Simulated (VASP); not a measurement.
Here is a VASP 6.6.1 calculation.

The input INCAR:

```
ALGO = Normal ; EDIFF = 1E-8
ENCUT = 520 ; GGA = CA
IBRION = 8 ; ISIF = 2
ISMEAR = 0 ; LASPH = True
LCHARG = True ; LREAL = False
LWAVE = False ; NELM = 60
NSW = 1 ; PREC = Accurate
SIGMA = 0.15
```

KPOINTS

```
k-points
0
Gamma
  14 14 14
```

POSCAR

```
InP
1.0
    0.0000000000      2.7088361388      2.7088361388
    2.7088361388      0.0000000000      2.7088361388
    2.7088361388      2.7088361388      0.0000000000
In P
1 1
Direct
    0.0000000000      0.0000000000      0.0000000000
    0.5000000000      0.5000000000      0.5000000000
```

Potentials or basis: VASP PAW LDA potentials, release 64 (In_d, P).

Command:

```sh
$ cat potpaw_LDA.64/In_d/POTCAR potpaw_LDA.64/P/POTCAR > POTCAR
$ mpirun -np 1 vasp_std > vasp.out
```

(1) What does it give for the highest phonon frequency at Γ, LO-TO splitting left out?

## Answers

(1) 178 cm⁻¹.
